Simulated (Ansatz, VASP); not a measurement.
# Mo3W2 in VASP and in Ansatz

INCAR

```
SYSTEM = Mo3W2
  PREC = Accurate
  ENCUT = 500
  EDIFF = 1E-6
  ISMEAR = 1
  SIGMA = 0.1
  LREAL = .FALSE.
  LASPH = .TRUE.
  NELM = 120
  ALGO = Normal
  ISIF = 2
  LWAVE = .FALSE.
  LCHARG = .FALSE.
  GGA = PE
  NBANDS = 43
  GGA_COMPAT = .FALSE.
```

File KPOINTS:

```
Automatic mesh
0
G
  14 14 14
  0 0 0
```

File POSCAR:

```
Mo3W2
1.0
    0.0000000000      2.1976365473     10.9741288621
    1.5530493686      0.0000000000     10.9741288621
    1.5530493686      2.1976365473      0.0000000000
Mo W
3 2
Direct
    0.9007484343      0.9007484343      0.0992515657
    0.5000000000      0.5000000000      0.5000000000
    0.0992515657      0.0992515657      0.9007484343
    0.6994720850      0.6994720850      0.3005279150
    0.3005279150      0.3005279150      0.6994720850
```

Input for Ansatz:

```yaml
crystal:
  lattice:
    - [0.0, 2.1976365473, 10.9741288621]
    - [1.5530493686, 0.0, 10.9741288621]
    - [1.5530493686, 2.1976365473, 0.0]
  atoms:
    - { symbol: Mo, position: [0.9007484343, 0.9007484343, 0.0992515657] }
    - { symbol: Mo, position: [0.5, 0.5, 0.5] }
    - { symbol: Mo, position: [0.0992515657, 0.0992515657, 0.9007484343] }
    - { symbol: W, position: [0.699472085, 0.699472085, 0.300527915] }
    - { symbol: W, position: [0.300527915, 0.300527915, 0.699472085] }
kpoints:
  mp_grid: { grid: [14, 14, 14] }
hamiltonian:
  xc: pbe
  pseudopotentials: { kind: nc, accuracy: standard }
scf:
  occupations: { method: cold, width: 0.1 }
  lower_state_search: light
output:
  forces: true
  eigenvalues: true
  stress: true
```

Alike in both runs: task single point; functional PBE; k mesh 14 × 14 × 14; no spin polarisation.

|  | VASP | Ansatz |
| --- | --- | --- |
| version | VASP 6.6.1 | Ansatz 0.2.0 |
| potentials or method | VASP PAW PBE potentials, release 64 (Mo_sv, W_sv) | scalar-relativistic, plane waves |
| plane-wave cutoff (eV) | 500 | 1088 |
| occupations | methfessel-paxton of order 1, width 0.1 eV | cold, width 0.1 eV |
| valence electrons in the cell | 70 | 70 |

```tsv
	VASP	Ansatz	Ansatz less VASP
gap on the k mesh at the Fermi level (eV)	none	none	-
pressure (GPa)	20.3	19.8	-0.45
traceless stress, the component that is largest in VASP (GPa)	0.08	0.02	-0.060
rms of the force components (eV/Å)	0.003	0.002	-0.0016
```

Atom by atom the forces differ by 0.005 eV/Å (rms over components). A gap of «none» marks a metal or a gap that the smearing closes.

Neither program's run includes spin-orbit coupling.
